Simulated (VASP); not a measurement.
MgS: single point with PBE

The system is MgS.

```
CELL_PARAMETERS angstrom
3.73203 0.00000 0.00000
-1.86601 3.49409 0.00000
0.00000 0.00000 6.43229
ATOMIC_POSITIONS crystal
Mg 0.66667 0.33333 0.49575
Mg 0.33333 0.66667 0.99575
S 0.33333 0.66667 0.37924
S 0.66667 0.33333 0.87924
```

This cell differs from its parent crystal: strain -0.0750 x Voigt [1, 0, 0, 0, 0, 0].

```yaml
Program: VASP 6.6.1
Task: single point
Functional: PBE
Potentials_or_basis: VASP PAW PBE potentials, release 64 (Mg, S)
Cutoff: 520 eV
k_mesh: 6 × 6 × 4
Occupations: gaussian, width 0.05 eV
Spin: no spin polarisation
Dipole_correction: no
Further_INCAR_settings: ALGO = Normal; EDIFF = 1e-06; NBANDS = 16
```

```json
{
  "Pressure": "6.9 GPa",
  "Largest force": "0.802 eV/Å",
  "Band gap on the k mesh": "3.73 eV, direct"
}
```

Forces in eV/Å, atoms in the order of the input:
```
Mg   0.000 -0.596  0.439
Mg   0.000  0.596  0.439
S    0.000  0.671 -0.439
S    0.000 -0.671 -0.439
```

Stress tensor (GPa, compression positive):
```
12.71  0.00  0.00
 0.00  4.86  0.00
 0.00  0.00  3.04
```

Levels at points of the mesh, in eV from the valence-band top:
```tsv
k point	band 6	band 7	band 8	band 9	band 10	band 11
(0.00, 0.00, 0.00)	-0.32	-0.12	0.00	3.73	5.03	7.40
(0.50, 0.00, 0.00)	-1.45	-1.04	-0.68	4.64	5.04	5.89
(0.00, 0.50, 0.00)	-1.04	-0.95	-0.27	5.09	5.25	6.23
(0.00, 0.00, 0.50)	-0.52	-0.19	-0.19	5.24	5.24	7.47
(0.50, 0.00, 0.50)	-1.11	-0.93	-0.93	4.56	4.56	6.24
(0.00, 0.50, 0.50)	-1.03	-0.64	-0.64	4.70	4.70	6.49
```

Run time: 49 s on 1 thread of Intel(R) Xeon(R) Platinum 8259CL CPU @ 2.50GHz (Skylake/Cascade Lake), with other jobs on the host, peak memory 0.21 GiB.

Caveat: the cell differs from its parent crystal (strain -0.0750 x Voigt [1, 0, 0, 0, 0, 0]).
